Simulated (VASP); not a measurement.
Write the native input for VASP 6.6.1 that does the following.

- Task: single point
- Functional: PBEsol
- Potentials or basis: VASP PAW PBE potentials, release 64 (Pt)
- Cutoff: 520 eV
- k mesh: 26 × 26 × 26
- Occupations: gaussian, width 0.15 eV
- Spin: no spin polarisation
- Dipole correction: no
- Further INCAR settings: ALGO = Fast; EDIFF = 1e-07; NBANDS = 11

The structure of Pt lies in POSCAR:

```
Pt
1.0
    0.0000000000      1.9590303455      1.9590303455
    1.9198497386      0.0000000000      1.9590303455
    1.9198497386      1.9590303455      0.0000000000
Pt
1
Direct
    0.0000000000      0.0000000000      0.0000000000
```

This cell differs from its parent crystal: strain -0.0200 x Voigt [1, 0, 0, 0, 0, 0].

The input as run:

INCAR

```
SYSTEM = Pt
PREC = Accurate
ENCUT = 520
EDIFF = 1E-7
ISMEAR = 0
SIGMA = 0.15
LREAL = .FALSE.
LASPH = .TRUE.
NELM = 80
ALGO = Fast
ISIF = 2
LWAVE = .FALSE.
LCHARG = .FALSE.
GGA = PS
NBANDS = 11
```

KPOINTS

```
regular mesh
0
G
  26 26 26
  0 0 0
```

Potentials or basis: VASP PAW PBE potentials, release 64 (Pt).

The run is started by

```bash
$ cat potpaw_PBE.64/Pt/POTCAR > POTCAR
$ mpirun -np 1 vasp_std > vasp.out
```

It gave:

```json
{
 "Pressure": "5.9 GPa",
 "Band gap on the k mesh": "zero (bands 5 and 6 overlap by 2.39 eV)"
}
```

Caveat: the cell differs from its parent crystal (strain -0.0200 x Voigt [1, 0, 0, 0, 0, 0]); the cell stands under pressure; the PAW data sets were made with another functional, which shifts forces and pressure a little; spin-orbit coupling is left out, which moves the levels of the heavy elements.

Run time: 97 s on 1 thread of Intel(R) Xeon(R) Platinum 8488C (Sapphire Rapids), with other jobs on the host, peak memory 0.32 GiB.
